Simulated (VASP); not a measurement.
# Nd2CdC2 (P6/mmm) in VASP: single point with PBE

Aim: the single point of Nd2CdC2 with PBE.

All numbers are computed with VASP 6.6.1; they aren't measurements. Logs are shortened: lines on timing, memory, paths and dates and some standing lists are left out, and cuts for length are marked.

## (1) The cell of the first run

The structure is hexagonal, space group P6/mmm (No. 191). The conventional cell has a = 9.866 Å, b = 9.866 Å, c = 5.199 Å, α = 90.00°, β = 90.00°, γ = 120.00°. Nd (site symmetry mmm) has 2 Cd at 2.85 Å and 4 C at 3.46 Å within 3.8 Å. Within 2.6 Å of Cd (site symmetry -6m2) lie 2 C at 1.97 Å. C (site symmetry 3m) has 1 C at 1.25 Å within 1.7 Å.

The cell was generated, and may not be a known phase.

## (2) Single point, PBE

The input, INCAR:

```
SYSTEM = Nd2CdC2
PREC     = Accurate       ! precision mode
ENCUT    = 600            ! plane-wave cutoff, eV
EDIFF    = 1E-6           ! SCF threshold, eV
ISMEAR   = 0              ! smearing method
SIGMA    = 0.2            ! smearing width, eV
LREAL    = .False.        ! projectors in reciprocal space
LASPH    = .True.         ! aspherical terms in the spheres
NELM     = 200            ! most SCF steps
ALGO     = Normal         ! electronic algorithm
ISIF     = 2              ! what is computed and relaxed
LWAVE    = .False.        ! write WAVECAR
LCHARG   = .True.         ! write CHGCAR
GGA      = PE             ! functional
LELF     = .True.         ! ELF
LVHAR    = .True.       
NBANDS   = 53             ! bands
GGA_COMPAT= .False.      
LMAXMIX  = 6              ! l up to which the mixer works
```

The input, KPOINTS:

```
Automatic mesh
0
Gamma
  3 3 3
  0 0 0
```

The input, POSCAR:

```
Nd2CdC2
1.0
    9.8662167832     -0.0000000040      0.0000000000
   -4.9331083882      8.5443943755      0.0000000000
    0.0000000000      0.0000000000      5.1985011387
Nd Cd C
4 2 4
Direct
    0.5000000000      0.0000000000      0.5000000000
    0.0000000000      0.5000000000      0.5000000000
    0.5000000000      0.5000000000      0.5000000000
    0.0000000000      0.0000000000      0.0000000000
    0.3333333333      0.6666666667      0.5000000000
    0.6666666667      0.3333333333      0.5000000000
    0.3333333333      0.6666666667      0.8795843269
    0.3333333333      0.6666666667      0.1204156731
    0.6666666667      0.3333333333      0.1204156731
    0.6666666667      0.3333333333      0.8795843269
```

Potentials or basis: VASP PAW PBE potentials, release 64 (Nd_3, Cd, C), 4f in core.

Run with:

```bash
$ cat potpaw_PBE.64/Nd_3/POTCAR potpaw_PBE.64/Cd/POTCAR potpaw_PBE.64/C/POTCAR > POTCAR
$ mpirun -np 1 vasp_std > vasp.out
```

OUTCAR:

```text
SYSTEM = Nd2CdC2
   PREC = Accurate
   ENCUT = 600
   EDIFF = 1E-6
   ISMEAR = 0
   LREAL = .False.
   LASPH = .True.
   NELM = 200
   ISIF = 2
   GGA = PE

 ion  position               nearest neighbor table
   1  0.500  0.000  0.500-   5 2.85   6 2.85
   2  0.000  0.500  0.500-   5 2.85   6 2.85
   3  0.500  0.500  0.500-   5 2.85   6 2.85
   4  0.000  0.000  0.000-
   5  0.333  0.667  0.500-   7 1.97   8 1.97   2 2.85   1 2.85   3 2.85
   6  0.667  0.333  0.500-   9 1.97  10 1.97   2 2.85   1 2.85   3 2.85
   7  0.333  0.667  0.880-   8 1.25   5 1.97
   8  0.333  0.667  0.120-   7 1.25   5 1.97
   9  0.667  0.333  0.120-  10 1.25   6 1.97
  10  0.667  0.333  0.880-   9 1.25   6 1.97

  LATTYP: Found a hexagonal cell.
 ALAT       =     9.8662167832
 C/A-ratio  =     0.5268991401

  Lattice vectors:

 A1 = (   9.8662167832,  -0.0000000040,   0.0000000000)
 A2 = (  -4.9331083882,   8.5443943755,   0.0000000000)
 A3 = (   0.0000000000,   0.0000000000,   5.1985011387)

Analysis of symmetry for initial positions (statically):
=====================================================================
 Subroutine PRICEL returns:
 Original cell was already a primitive cell.

 Routine SETGRP: Setting up the symmetry group for a
 hexagonal supercell.

 Subroutine GETGRP returns: Found 24 space group operations
 (whereof 24 operations were pure point group operations)
 out of a pool of 24 trial point group operations.

The static configuration has the point symmetry D_6h.

Analysis of symmetry for dynamics (positions and initial velocities):
=====================================================================
 Subroutine PRICEL returns:
 Original cell was already a primitive cell.

 Routine SETGRP: Setting up the symmetry group for a
 hexagonal supercell.

 Subroutine GETGRP returns: Found 24 space group operations
 (whereof 24 operations were pure point group operations)
 out of a pool of 24 trial point group operations.

The dynamic configuration has the point symmetry D_6h.

 Subroutine INISYM returns: Found 24 space group operations
 (whereof 24 operations are pure point group operations),
 and found     1 'primitive' translations

----------------------------------------------------------------------------------------

                                     Primitive cell

  volume of cell :     438.2381

  direct lattice vectors                    reciprocal lattice vectors
     9.866216783 -0.000000004  0.000000000     0.101355973  0.058517898  0.000000000
    -4.933108388  8.544394375  0.000000000     0.000000000  0.117035796  0.000000000
     0.000000000  0.000000000  5.198501139     0.000000000  0.000000000  0.192363140

  length of vectors
     9.866216783  9.866216783  5.198501139     0.117035796  0.117035796  0.192363140

  position of ions in fractional coordinates (direct lattice)
     0.500000000  0.000000000  0.500000000
     0.000000000  0.500000000  0.500000000
     0.500000000  0.500000000  0.500000000
     0.000000000  0.000000000  0.000000000
     0.333333333  0.666666667  0.500000000
     0.666666667  0.333333333  0.500000000
     0.333333333  0.666666667  0.879584327
     0.333333333  0.666666667  0.120415673
     0.666666667  0.333333333  0.120415673
     0.666666667  0.333333333  0.879584327

  ion indices of the primitive-cell ions
   primitive index   ion index
                 1           1
                 2           2
                 3           3
                 4           4
                 5           5
                 6           6
                 7           7
                 8           8
                 9           9
                10          10

----------------------------------------------------------------------------------------

 KPOINTS: Automatic mesh

Automatic generation of k-mesh.
 Grid dimensions read from file:
 generate k-points for:    3    3    3

 Generating k-lattice:

  Cartesian coordinates                     Fractional coordinates (reciprocal lattice)
     0.033785324  0.019505966  0.000000000     0.333333333  0.000000000  0.000000000
     0.000000000  0.039011932  0.000000000     0.000000000  0.333333333  0.000000000
     0.000000000  0.000000000  0.064121047     0.000000000  0.000000000  0.333333333

  Length of vectors
     0.039011932  0.039011932  0.064121047

  Shift w.r.t. Gamma in fractional coordinates (k-lattice)
     0.000000000  0.000000000  0.000000000

 Subroutine IBZKPT returns following result:
 ===========================================

 Found      6 irreducible k-points:

 Following reciprocal coordinates:
            Coordinates               Weight
  0.000000  0.000000  0.000000      1.000000
  0.333333 -0.000000  0.000000      6.000000
  0.333333  0.333333  0.000000      2.000000
  0.000000  0.000000  0.333333      2.000000
  0.333333 -0.000000  0.333333     12.000000
  0.333333  0.333333  0.333333      4.000000
   k-points           NKPTS =      6   k-points in BZ     NKDIM =      6   number of bands    NBANDS=     53
   number of dos      NEDOS =    301   number of ions     NIONS =     10
   total plane-waves  NPLWV = 268800
   dimension x,y,z NGX =    80 NGY =   80 NGZ =   42
   dimension x,y,z NGXF=   160 NGYF=  160 NGZF=   84
   ions per type =               4   2   4
   NGX,Y,Z   is equivalent  to a cutoff of  13.48, 13.48, 13.43 a.u.
   NGXF,Y,Z  is equivalent  to a cutoff of  26.96, 26.96, 26.86 a.u.
 SYSTEM =  Nd2CdC2
   PREC   = accura    normal or accurate (medium, high low for compatibility)
   ISTART =      0    job   : 0-new  1-cont  2-samecut
   ICHARG =      2    charge: 1-file 2-atom 10-const
   ISPIN  =      1    spin polarized calculation?
   LNONCOLLINEAR =      F non collinear calculations
   LSORBIT =      F    spin-orbit coupling
   LASPH  =      T    aspherical Exc in radial PAW
   ENCUT  =  600.0 eV  44.10 Ry    6.64 a.u.  19.71 19.71 10.38*2*pi/ulx,y,z
   NELM   =    200;   NELMIN=  2; NELMDL= -5     # of ELM steps
   EDIFF  = 0.1E-05   stopping-criterion for ELM
   LREAL  =      F    real-space projection
   EDIFFG = 0.1E-04   stopping-criterion for IOM
   NSW    =      0    number of steps for IOM
   IBRION =     -1    ionic relax: 0-MD 1-quasi-New 2-CG
   NFREE  =      0    steps in history (QN), initial steepest desc. (CG)
   ISIF   =      2    stress and relaxation
   ISYM   =      2    0-nonsym 1-usesym 2-fastsym
   POTIM  = 0.5000    time-step for ionic-motion
   TEBEG  =    0.0;   TEEND  =   0.0 temperature during run
   PSTRESS=    0.0 pullay stress
   NELECT =      84.0000    total number of electrons
   NUPDOWN=      -1.0000    fix difference up-down
   EMIN   =  10.00;   EMAX   =-10.00  energy-range for DOS
   EFERMI =   0.00;   METHOD = LEGACY
   ISMEAR =     0;   SIGMA  =   0.20  broadening in eV -4-tet -1-fermi 0-gaus
   EFERMI_NEDOS =   21; number of points for ismear=-14 and -15
   IALGO  =     38    algorithm
   IMIX   =      4    mixing-type and parameters
     AMIX     =   0.40;   BMIX     =  1.00
     AMIX_MAG =   1.60;   BMIX_MAG =  1.00
  volume/ion in A,a.u.               =      43.82       295.74
  Fermi-wavevector in a.u.,A,eV,Ry     =   0.943911  1.783734 12.122366  0.890969
  Thomas-Fermi vector in A             =   2.071665
   LORBIT       =      0    0 simple, 1 ext, 2 COOP (PROOUT), +10 PAW based schemes
   GGA     = PE    functional components
   LHFCALC =     F    Hartree Fock is set to
   AEXX    =    0.0000 exact exchange contribution
   IVDW    =     0    specifies the selected vdW correction
   LEPSILON=     F    determine dielectric tensor
   LRPA    =     F    only Hartree local field effects (RPA)
 non-spin polarized calculation
 Gauss-broadening in eV      SIGMA  =   0.20
  energy-cutoff  :      600.00
  volume of cell :      438.24
 maximum number of plane-waves:     14673
 NGX is ok and might be reduce to    80
   NGX = 39   NGY = 39   NGZ = 21

 number of electron      84.0000004 magnetization

 Free energy of the ion-electron system (eV)
  ---------------------------------------------------
  ext. energy  EPLUGINS =         0.00000000
  ---------------------------------------------------
  free energy    TOTEN  =       -40.08162314 eV

  energy without entropy =      -39.84398727  energy(sigma->0) =      -39.96280521

 E-fermi :   0.6371     XC(G=0):  -7.0373

 val. band max:        0.6020510064   @ k =   0.3333  -0.0000   0.0000
 cond. band min:       0.7263208575   @ k =   0.0000   0.0000   0.3333
 fundamental gap:      0.1242698511
 Fermi energy:         0.6371254148

 k-point     1 :       0.0000    0.0000    0.0000
  band No.  band energies     occupation
      1     -39.7331      2.00000
      2     -39.0627      2.00000
      3     -39.0610      2.00000
      4     -39.0610      2.00000
      5     -20.7208      2.00000
      6     -20.7208      2.00000
[... 45 lines left out ...]
     52       1.8947      0.00000
     53       1.8953      0.00000

 k-point     2 :       0.3333   -0.0000    0.0000
  band No.  band energies     occupation
      1     -39.7331      2.00000
      2     -39.0624      2.00000
      3     -39.0614      2.00000
      4     -39.0610      2.00000
      5     -20.7208      2.00000
      6     -20.7208      2.00000
[... 45 lines left out ...]
     52       1.6293      0.00000
     53       1.7193      0.00000

 k-point     3 :       0.3333    0.3333    0.0000
  band No.  band energies     occupation
      1     -39.7331      2.00000
      2     -39.0619      2.00000
      3     -39.0619      2.00000
      4     -39.0610      2.00000
      5     -20.7208      2.00000
      6     -20.7208      2.00000
[... 45 lines left out ...]
     52       1.5021      0.00000
     53       1.5208      0.00000

 k-point     4 :       0.0000    0.0000    0.3333
  band No.  band energies     occupation
      1     -39.7329      2.00000
      2     -39.0625      2.00000
      3     -39.0609      2.00000
      4     -39.0609      2.00000
      5     -20.7202      2.00000
      6     -20.7202      2.00000
[... 45 lines left out ...]
     52       1.6350      0.00000
     53       1.7334      0.00000

 k-point     5 :       0.3333   -0.0000    0.3333
  band No.  band energies     occupation
      1     -39.7329      2.00000
      2     -39.0622      2.00000
      3     -39.0612      2.00000
      4     -39.0609      2.00000
      5     -20.7202      2.00000
      6     -20.7202      2.00000
[... 45 lines left out ...]
     52       1.7276      0.00000
     53       1.7553      0.00000

 k-point     6 :       0.3333    0.3333    0.3333
  band No.  band energies     occupation
      1     -39.7329      2.00000
      2     -39.0617      2.00000
      3     -39.0617      2.00000
      4     -39.0609      2.00000
      5     -20.7202      2.00000
      6     -20.7202      2.00000
[... 45 lines left out ...]
     52       1.7937      0.00000
     53       1.8913      0.00000

------------------------ aborting loop because EDIFF is reached ----------------------------------------

  FORCE on cell =-STRESS in cart. coord.  units (eV):
  Direction    XX          YY          ZZ          XY          YZ          ZX
  --------------------------------------------------------------------------------------
  -------------------------------------------------------------------------------------
  Total        0.2337255      0.2337255      1.1071477     -0.0000000      0.0000000      0.0000000
  in kB        0.8544893      0.8544893      4.0476790     -0.0000000      0.0000000      0.0000000
  external PRESSURE =       1.9188859 kB  Pullay stress =       0.0000000 kB

 VOLUME and BASIS-vectors are now :
 -----------------------------------------------------------------------------
  energy-cutoff  :      600.00
  volume of cell :      438.24
      direct lattice vectors                 reciprocal lattice vectors
     9.866216783 -0.000000004  0.000000000     0.101355973  0.058517898  0.000000000
    -4.933108388  8.544394375  0.000000000     0.000000000  0.117035796  0.000000000
     0.000000000  0.000000000  5.198501139     0.000000000  0.000000000  0.192363140

 POSITION                                       TOTAL-FORCE (eV/Angst)
 -----------------------------------------------------------------------------------
      4.93311     -0.00000      2.59925         0.000000     -0.000000      0.000000
     -2.46655      4.27220      2.59925         0.000000     -0.000000      0.000000
      2.46655      4.27220      2.59925         0.000000     -0.000000      0.000000
      0.00000      0.00000      0.00000         0.000000     -0.000000      0.000000
      0.00000      5.69626      2.59925         0.000000      0.000000      0.000000
      4.93311      2.84813      2.59925        -0.000000     -0.000000      0.000000
      0.00000      5.69626      4.57252        -0.000000      0.000000      0.075019
      0.00000      5.69626      0.62598        -0.000000     -0.000000     -0.075019
      4.93311      2.84813      0.62598        -0.000000     -0.000000     -0.075019
      4.93311      2.84813      4.57252         0.000000     -0.000000      0.075019
 -----------------------------------------------------------------------------------
    total drift:                               -0.000000      0.000000     -0.000000

  FREE ENERGIE OF THE ION-ELECTRON SYSTEM (eV)
  ---------------------------------------------------
  free  energy   TOTEN  =       -40.0816231427 eV

  energy  without entropy=      -39.8439872718  energy(sigma->0) =      -39.96280521
```

Run time: 4.3 min. Hardware: 1 thread of Intel Xeon Platinum 8559C (Emerald Rapids), shared host; peak memory 0.62 GiB.

Results:

| Item | Value |
| --- | --- |
| Free energy | -40.0816 eV |
| Pressure | 0.2 GPa |
| Largest force | 0.075 eV/Å |
| Band gap on the k mesh | zero (bands 42 and 43 overlap by 0.25 eV) |

Forces on the atoms (eV/Å):
```
Nd   0.000  0.000  0.000
Nd   0.000  0.000  0.000
Nd   0.000  0.000  0.000
Nd   0.000  0.000  0.000
Cd   0.000  0.000  0.000
Cd   0.000  0.000  0.000
C    0.000  0.000  0.075
C    0.000  0.000 -0.075
C    0.000  0.000 -0.075
C    0.000  0.000  0.075
```

Levels at points of the mesh, in eV from the Fermi level:
```tsv
k point	band 39	band 40	band 41	band 42	band 43	band 44	band 45	band 46
(0.00, 0.00, 0.00)	-0.66	-0.31	-0.12	-0.12	0.37	0.47	0.47	0.54
```

Caveat: the k points lie up to 0.40 Å⁻¹ apart; spin-orbit coupling is left out, which moves the levels of the heavy elements; the 4f electrons are frozen in the core, so they carry no moment and show no levels. Spin polarisation is off, so any magnetic state and its effect on volume and gap are missing.

The gap in the log of VASP goes by the Fermi energy; the results here count the filled bands.